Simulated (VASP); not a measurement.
# Sn2PbO3 (P4/nmm) in VASP: single point with PBE

Aim: the single point of Sn2PbO3 with PBE.

Everything below comes from runs of VASP 6.6.1. Logs are shortened: lines on timing, memory, paths and dates and some standing lists are left out, and cuts for length are marked.

**1. The cell of the first run**

It takes space group P4/nmm (No. 129, tetragonal). Conventional cell: a = 3.925 Å, b = 3.925 Å, c = 15.582 Å, α = 90.00°, β = 90.00°, γ = 90.00°. Within 3.0 Å of Sn (site symmetry 4mm) lie 4 O at 2.27 Å. Sn (site symmetry 4mm) has 4 O at 2.27 Å within 3.0 Å. Within 3.1 Å of Pb (site symmetry 4mm) lie 4 O at 2.32 Å. O (site symmetry 2mm) has 2 Sn at 2.27 Å and 2 Pb at 2.32 Å and 4 O at 2.78 Å within 3.0 Å. O (site symmetry -4m2) has 4 Sn at 2.27 Å and 4 O at 2.78 Å within 3.0 Å.

**2. Single point, PBE**

File INCAR:

```
SYSTEM = Sn2PbO3
  ALGO = Normal
  EDIFF = 1E-7
  ENCUT = 520
  GGA = PE
  ISIF = 2
  ISMEAR = 0
  LASPH = .True.
  LCHARG = .True.
  LELF = .True.
  LREAL = .False.
  LVHAR = .True.
  LWAVE = .False.
  NBANDS = 72
  NELM = 100
  PREC = Accurate
  SIGMA = 0.1
```

File KPOINTS:

```
k-points
0
Gamma
  4 4 1
  0 0 0
```

File POSCAR:

```
Sn2PbO3
1.0
    3.9247214718      0.0000000000      0.0000000000
    0.0000000000      3.9247214718      0.0000000000
    0.0000000000      0.0000000000     15.5821333563
Sn Pb O
4 2 6
Direct
    0.0000000000      0.5000000000      0.9126625604
    0.0000000000      0.5000000000      0.5731851887
    0.5000000000      0.0000000000      0.0873374396
    0.5000000000      0.0000000000      0.4268148113
    0.0000000000      0.5000000000      0.2398307332
    0.5000000000      0.0000000000      0.7601692668
    0.5000000000      0.5000000000      0.8400097496
    0.5000000000      0.5000000000      0.1599902504
    0.5000000000      0.5000000000      0.5000000000
    0.0000000000      0.0000000000      0.8400097496
    0.0000000000      0.0000000000      0.1599902504
    0.0000000000      0.0000000000      0.5000000000
```

Potentials or basis: VASP PAW PBE potentials, release 64 (Sn_d, Pb_d, O).

Run with:

```
$ cat potpaw_PBE.64/Sn_d/POTCAR potpaw_PBE.64/Pb_d/POTCAR potpaw_PBE.64/O/POTCAR > POTCAR
$ mpirun -np 1 vasp_std > vasp.out
```

OUTCAR:

```text
SYSTEM = Sn2PbO3
   EDIFF = 1E-7
   ENCUT = 520
   GGA = PE
   ISIF = 2
   ISMEAR = 0
   LASPH = .True.
   LREAL = .False.
   NELM = 100
   PREC = Accurate

 ion  position               nearest neighbor table
   1  0.000  0.500  0.913-   7 2.27  10 2.27  10 2.27   7 2.27   6 3.65   6 3.65   6 3.65   6 3.65

   2  0.000  0.500  0.573-   9 2.27  12 2.27  12 2.27   9 2.27   4 3.59   4 3.59   4 3.59   4 3.59

   3  0.500  0.000  0.087-   8 2.27  11 2.27   8 2.27  11 2.27   5 3.65   5 3.65   5 3.65   5 3.65

   4  0.500  0.000  0.427-   9 2.27  12 2.27   9 2.27  12 2.27   2 3.59   2 3.59   2 3.59   2 3.59

   5  0.000  0.500  0.240-   8 2.32  11 2.32  11 2.32   8 2.32   3 3.65   3 3.65   3 3.65   3 3.65

   6  0.500  0.000  0.760-   7 2.32  10 2.32   7 2.32  10 2.32   1 3.65   1 3.65   1 3.65   1 3.65

   7  0.500  0.500  0.840-   1 2.27   1 2.27   6 2.32   6 2.32
   8  0.500  0.500  0.160-   3 2.27   3 2.27   5 2.32   5 2.32
   9  0.500  0.500  0.500-   2 2.27   4 2.27   4 2.27   2 2.27
  10  0.000  0.000  0.840-   1 2.27   1 2.27   6 2.32   6 2.32
  11  0.000  0.000  0.160-   3 2.27   3 2.27   5 2.32   5 2.32
  12  0.000  0.000  0.500-   2 2.27   4 2.27   2 2.27   4 2.27

  LATTYP: Found a simple tetragonal cell.
 ALAT       =     3.9247214718
 C/A-ratio  =     3.9702520213

  Lattice vectors:

 A1 = (   3.9247214718,   0.0000000000,   0.0000000000)
 A2 = (   0.0000000000,   3.9247214718,   0.0000000000)
 A3 = (   0.0000000000,   0.0000000000,  15.5821333563)

Analysis of symmetry for initial positions (statically):
=====================================================================
 Subroutine PRICEL returns:
 Original cell was already a primitive cell.

 Routine SETGRP: Setting up the symmetry group for a
 simple tetragonal supercell.

 Subroutine GETGRP returns: Found 16 space group operations
 (whereof  8 operations were pure point group operations)
 out of a pool of 16 trial point group operations.

The static configuration has the point symmetry D_2d.
 The point group associated with its full space group is D_4h.

Analysis of symmetry for dynamics (positions and initial velocities):
=====================================================================
 Subroutine PRICEL returns:
 Original cell was already a primitive cell.

 Routine SETGRP: Setting up the symmetry group for a
 simple tetragonal supercell.

 Subroutine GETGRP returns: Found 16 space group operations
 (whereof  8 operations were pure point group operations)
 out of a pool of 16 trial point group operations.

The dynamic configuration has the point symmetry D_2d.
 The point group associated with its full space group is D_4h.

 Subroutine INISYM returns: Found 16 space group operations
 (whereof  8 operations are pure point group operations),
 and found     1 'primitive' translations

----------------------------------------------------------------------------------------

                                     Primitive cell

  volume of cell :     240.0184

  direct lattice vectors                    reciprocal lattice vectors
     3.924721472  0.000000000  0.000000000     0.254795151  0.000000000  0.000000000
     0.000000000  3.924721472  0.000000000     0.000000000  0.254795151  0.000000000
     0.000000000  0.000000000 15.582133356     0.000000000  0.000000000  0.064176065

  length of vectors
     3.924721472  3.924721472 15.582133356     0.254795151  0.254795151  0.064176065

  position of ions in fractional coordinates (direct lattice)
     0.000000000  0.500000000  0.912662560
     0.000000000  0.500000000  0.573185189
     0.500000000  0.000000000  0.087337440
     0.500000000  0.000000000  0.426814811
     0.000000000  0.500000000  0.239830733
     0.500000000  0.000000000  0.760169267
     0.500000000  0.500000000  0.840009750
     0.500000000  0.500000000  0.159990250
     0.500000000  0.500000000  0.500000000
     0.000000000  0.000000000  0.840009750
     0.000000000  0.000000000  0.159990250
     0.000000000  0.000000000  0.500000000

  ion indices of the primitive-cell ions
   primitive index   ion index
                 1           1
                 2           2
                 3           3
                 4           4
                 5           5
                 6           6
                 7           7
                 8           8
                 9           9
                10          10
                11          11
                12          12

----------------------------------------------------------------------------------------

 KPOINTS: k-points

Automatic generation of k-mesh.
 Grid dimensions read from file:
 generate k-points for:    4    4    1

 Generating k-lattice:

  Cartesian coordinates                     Fractional coordinates (reciprocal lattice)
     0.063698788  0.000000000  0.000000000     0.250000000  0.000000000  0.000000000
     0.000000000  0.063698788  0.000000000     0.000000000  0.250000000  0.000000000
     0.000000000  0.000000000  0.064176065     0.000000000  0.000000000  1.000000000

  Length of vectors
     0.063698788  0.063698788  0.064176065

  Shift w.r.t. Gamma in fractional coordinates (k-lattice)
     0.000000000  0.000000000  0.000000000

 Subroutine IBZKPT returns following result:
 ===========================================

 Found      6 irreducible k-points:

 Following reciprocal coordinates:
            Coordinates               Weight
  0.000000  0.000000  0.000000      1.000000
  0.250000  0.000000  0.000000      4.000000
  0.500000  0.000000  0.000000      2.000000
  0.250000  0.250000  0.000000      4.000000
  0.500000  0.250000  0.000000      4.000000
  0.500000  0.500000  0.000000      1.000000
   k-points           NKPTS =      6   k-points in BZ     NKDIM =      6   number of bands    NBANDS=     72
   number of dos      NEDOS =    301   number of ions     NIONS =     12
   total plane-waves  NPLWV = 108000
   dimension x,y,z NGX =    30 NGY =   30 NGZ =  120
   dimension x,y,z NGXF=    60 NGYF=   60 NGZF=  240
   ions per type =               4   2   6
   NGX,Y,Z   is equivalent  to a cutoff of  12.71, 12.71, 12.80 a.u.
   NGXF,Y,Z  is equivalent  to a cutoff of  25.42, 25.42, 25.61 a.u.
 SYSTEM =  Sn2PbO3
   PREC   = accura    normal or accurate (medium, high low for compatibility)
   ISTART =      0    job   : 0-new  1-cont  2-samecut
   ICHARG =      2    charge: 1-file 2-atom 10-const
   ISPIN  =      1    spin polarized calculation?
   LNONCOLLINEAR =      F non collinear calculations
   LSORBIT =      F    spin-orbit coupling
   LASPH  =      T    aspherical Exc in radial PAW
   ENCUT  =  520.0 eV  38.22 Ry    6.18 a.u.   7.30  7.30 28.97*2*pi/ulx,y,z
   NELM   =    100;   NELMIN=  2; NELMDL= -5     # of ELM steps
   EDIFF  = 0.1E-06   stopping-criterion for ELM
   LREAL  =      F    real-space projection
   EDIFFG = 0.1E-05   stopping-criterion for IOM
   NSW    =      0    number of steps for IOM
   IBRION =     -1    ionic relax: 0-MD 1-quasi-New 2-CG
   NFREE  =      0    steps in history (QN), initial steepest desc. (CG)
   ISIF   =      2    stress and relaxation
   ISYM   =      2    0-nonsym 1-usesym 2-fastsym
   POTIM  = 0.5000    time-step for ionic-motion
   TEBEG  =    0.0;   TEEND  =   0.0 temperature during run
   PSTRESS=    0.0 pullay stress
   NELECT =     120.0000    total number of electrons
   NUPDOWN=      -1.0000    fix difference up-down
   EMIN   =  10.00;   EMAX   =-10.00  energy-range for DOS
   EFERMI =   0.00;   METHOD = LEGACY
   ISMEAR =     0;   SIGMA  =   0.10  broadening in eV -4-tet -1-fermi 0-gaus
   EFERMI_NEDOS =   21; number of points for ismear=-14 and -15
   IALGO  =     38    algorithm
   IMIX   =      4    mixing-type and parameters
     AMIX     =   0.40;   BMIX     =  1.00
     AMIX_MAG =   1.60;   BMIX_MAG =  1.00
  volume/ion in A,a.u.               =      20.00       134.98
  Fermi-wavevector in a.u.,A,eV,Ry     =   1.299333  2.455383 22.970247  1.688266
  Thomas-Fermi vector in A             =   2.430603
   LORBIT       =      0    0 simple, 1 ext, 2 COOP (PROOUT), +10 PAW based schemes
   GGA     = PE    functional components
   LHFCALC =     F    Hartree Fock is set to
   AEXX    =    0.0000 exact exchange contribution
   IVDW    =     0    specifies the selected vdW correction
   LEPSILON=     F    determine dielectric tensor
   LRPA    =     F    only Hartree local field effects (RPA)
 non-spin polarized calculation
 Gauss-broadening in eV      SIGMA  =   0.10
  energy-cutoff  :      520.00
  volume of cell :      240.02
 maximum number of plane-waves:      6505
 NGX is ok and might be reduce to    30
   NGX = 15   NGY = 15   NGZ = 57

 number of electron     119.9999970 magnetization

 Free energy of the ion-electron system (eV)
  ---------------------------------------------------
  ext. energy  EPLUGINS =         0.00000000
  ---------------------------------------------------
  free energy    TOTEN  =       -66.82162136 eV

  energy without entropy =      -66.82162116  energy(sigma->0) =      -66.82162126

 E-fermi :   5.8599     XC(G=0):  -9.6120

 val. band max:        5.5357819456   @ k =   0.0000   0.0000   0.0000
 cond. band min:       6.1936777809   @ k =   0.5000   0.5000   0.0000
 fundamental gap:      0.6578958354
 Fermi energy:         5.8598950193

 k-point     1 :       0.0000    0.0000    0.0000
  band No.  band energies     occupation
      1     -16.6012      2.00000
      2     -16.2612      2.00000
      3     -16.2538      2.00000
      4     -16.2538      2.00000
      5     -16.2313      2.00000
      6     -16.2179      2.00000
[... 64 lines left out ...]
     71      10.6414      0.00000
     72      10.6414      0.00000

 k-point     2 :       0.2500    0.0000    0.0000
  band No.  band energies     occupation
      1     -16.5724      2.00000
      2     -16.3261      2.00000
      3     -16.2561      2.00000
      4     -16.2442      2.00000
      5     -16.2429      2.00000
      6     -16.2314      2.00000
[... 64 lines left out ...]
     71      10.9440      0.00000
     72      11.0330      0.00000

 k-point     3 :       0.5000    0.0000    0.0000
  band No.  band energies     occupation
      1     -16.4860      2.00000
      2     -16.4860      2.00000
      3     -16.2561      2.00000
      4     -16.2561      2.00000
      5     -16.2270      2.00000
      6     -16.2270      2.00000
[... 64 lines left out ...]
     71      11.5728      0.00000
     72      11.5808      0.00000

 k-point     4 :       0.2500    0.2500    0.0000
  band No.  band energies     occupation
      1     -16.5555      2.00000
      2     -16.3931      2.00000
      3     -16.2470      2.00000
      4     -16.2440      2.00000
      5     -16.2393      2.00000
      6     -16.2320      2.00000
[... 64 lines left out ...]
     71      10.7596      0.00000
     72      11.0248      0.00000

 k-point     5 :       0.5000    0.2500    0.0000
  band No.  band energies     occupation
      1     -16.5025      2.00000
      2     -16.5025      2.00000
      3     -16.2450      2.00000
      4     -16.2450      2.00000
      5     -16.2275      2.00000
      6     -16.2275      2.00000
[... 64 lines left out ...]
     71      10.5954      0.00000
     72      10.5954      0.00000

 k-point     6 :       0.5000    0.5000    0.0000
  band No.  band energies     occupation
      1     -16.5239      2.00000
      2     -16.5239      2.00000
      3     -16.2426      2.00000
      4     -16.2426      2.00000
      5     -16.2147      2.00000
      6     -16.2147      2.00000
[... 64 lines left out ...]
     71      10.3834      0.00000
     72      10.3973      0.00000

------------------------ aborting loop because EDIFF is reached ----------------------------------------

  FORCE on cell =-STRESS in cart. coord.  units (eV):
  Direction    XX          YY          ZZ          XY          YZ          ZX
  --------------------------------------------------------------------------------------
  -------------------------------------------------------------------------------------
  Total        0.4582284      0.4582284      0.7501369      0.0000000      0.0000000      0.0000000
  in kB        3.0587779      3.0587779      5.0073337      0.0000000      0.0000000      0.0000000
  external PRESSURE =       3.7082965 kB  Pullay stress =       0.0000000 kB

 VOLUME and BASIS-vectors are now :
 -----------------------------------------------------------------------------
  energy-cutoff  :      520.00
  volume of cell :      240.02
      direct lattice vectors                 reciprocal lattice vectors
     3.924721472  0.000000000  0.000000000     0.254795151  0.000000000  0.000000000
     0.000000000  3.924721472  0.000000000     0.000000000  0.254795151  0.000000000
     0.000000000  0.000000000 15.582133356     0.000000000  0.000000000  0.064176065

 POSITION                                       TOTAL-FORCE (eV/Angst)
 -----------------------------------------------------------------------------------
      0.00000      1.96236     14.22123        -0.000000     -0.000000      0.072665
      0.00000      1.96236      8.93145        -0.000000      0.000000      0.063199
      1.96236      0.00000      1.36090         0.000000      0.000000     -0.072665
      1.96236      0.00000      6.65069         0.000000      0.000000     -0.063199
      0.00000      1.96236      3.73707        -0.000000      0.000000      0.044077
      1.96236      0.00000     11.84506         0.000000      0.000000     -0.044077
      1.96236      1.96236     13.08914        -0.000000      0.000000     -0.010504
      1.96236      1.96236      2.49299        -0.000000     -0.000000      0.010504
      1.96236      1.96236      7.79107        -0.000000     -0.000000      0.000000
      0.00000      0.00000     13.08914        -0.000000      0.000000     -0.010504
      0.00000      0.00000      2.49299        -0.000000     -0.000000      0.010504
      0.00000      0.00000      7.79107        -0.000000      0.000000      0.000000
 -----------------------------------------------------------------------------------
    total drift:                                0.000000      0.000000     -0.000000

  FREE ENERGIE OF THE ION-ELECTRON SYSTEM (eV)
  ---------------------------------------------------
  free  energy   TOTEN  =       -66.8216213621 eV

  energy  without entropy=      -66.8216211597  energy(sigma->0) =      -66.82162126
```

Run time: 4.3 min. Hardware: 1 thread of AMD EPYC 7R13, shared host; peak memory 0.33 GiB.

Results:

```
Free energy            : -66.8216 eV
Pressure               : 0.4 GPa
Largest force          : 0.073 eV/Å
Band gap on the k mesh : 0.66 eV, indirect (least direct gap 1.23 eV)
```

Forces on the atoms (eV/Å):
```
Sn   0.000  0.000  0.073
Sn   0.000  0.000  0.063
Sn   0.000  0.000 -0.073
Sn   0.000  0.000 -0.063
Pb   0.000  0.000  0.044
Pb   0.000  0.000 -0.044
O    0.000  0.000 -0.011
O    0.000  0.000  0.011
O    0.000  0.000  0.000
O    0.000  0.000 -0.011
O    0.000  0.000  0.011
O    0.000  0.000  0.000
```

Levels at points of the mesh, in eV from the valence-band top:
| k point | band 57 | band 58 | band 59 | band 60 | band 61 | band 62 | band 63 | band 64 |
| --- | --- | --- | --- | --- | --- | --- | --- | --- |
| (0.00, 0.00, 0.00) | -2.11 | -1.41 | -1.01 | 0.00 | 1.23 | 1.40 | 2.16 | 3.43 |
| (0.50, 0.00, 0.00) | -1.89 | -1.89 | -1.11 | -1.11 | 2.03 | 2.03 | 2.51 | 2.51 |
| (0.50, 0.50, 0.00) | -1.40 | -1.40 | -1.28 | -1.28 | 0.66 | 0.66 | 1.88 | 1.88 |

Caveat: spin-orbit coupling is left out, which moves the levels of the heavy elements. Expect the measured gap to be larger: semilocal functionals such as PBE lack the derivative discontinuity.
